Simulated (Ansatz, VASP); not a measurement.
# One calculation of Au, two programs

File POSCAR:

```
Au
1.0
    0.0000000000      2.1285755134      2.1285755134
    2.1285755134      0.0000000000      2.1285755134
    2.1285755134      2.1285755134      0.0000000000
Au
1
Direct
    0.0000000000      0.0000000000      0.0000000000
```

The input INCAR.step1:

```
SYSTEM = Au
  PREC = Accurate
  ENCUT = 520
  ISMEAR = 0
  SIGMA = 0.1
  LREAL = .FALSE.
  LASPH = .TRUE.
  NELM = 60
  NBANDS = 12
  GGA = PE
  ALGO = Normal
  EDIFF = 1E-4
  LWAVE = .TRUE.
  LCHARG = .FALSE.
```

Contents of INCAR.step2:

```
SYSTEM = Au
  PREC = Accurate
  ENCUT = 520
  EDIFF = 1E-7
  ISMEAR = 0
  SIGMA = 0.1
  LREAL = .FALSE.
  LASPH = .TRUE.
  NELM = 60
  ALGO = Normal
  ISIF = 2
  LWAVE = .FALSE.
  LCHARG = .FALSE.
  METAGGA = R2SCAN
  LMIXTAU = .TRUE.
  NBANDS = 12
  ISTART = 1
```

The input KPOINTS:

```
regular mesh
0
G
  18 18 18
  0 0 0
```

Input for Ansatz:

```yaml
crystal:
  lattice:
    - [0.0, 2.1285755134, 2.1285755134]
    - [2.1285755134, 0.0, 2.1285755134]
    - [2.1285755134, 2.1285755134, 0.0]
  atoms:
    - { symbol: Au, position: [0.0, 0.0, 0.0] }
basis:
  ecutwfc: 500
kpoints:
  mp_grid: { grid: [18, 18, 18] }
hamiltonian:
  xc: r2scan
scf:
  occupations: { method: gaussian, width: 0.1 }
output:
  forces: true
  stress: true
  eigenvalues: true
```

Alike in both runs: task single point; functional r2SCAN; k mesh 18 × 18 × 18; occupations gaussian, width 0.1 eV; no spin polarisation.

```csv
,VASP,Ansatz
version,VASP 6.6.1,Ansatz 0.2.0
potentials or method,"VASP PAW PBE potentials, release 64 (Au), cutoff 520 eV","scalar-relativistic, plane waves, PAW"
valence electrons in the cell,11,19
```

```tsv
	VASP	Ansatz	Ansatz less VASP
gap on the k mesh at the Fermi level (eV)	none	none	-
pressure (GPa)	-10.9	-11.0	-0.10
```

VASP's potentials were made for PBE, not for r2SCAN. A gap of «none» marks a metal or a gap that the smearing closes. VASP's potentials hold 11 valence electrons a cell and Ansatz's 19, so a difference there can come from the potentials and not from the codes.

Spin-orbit coupling is off throughout.
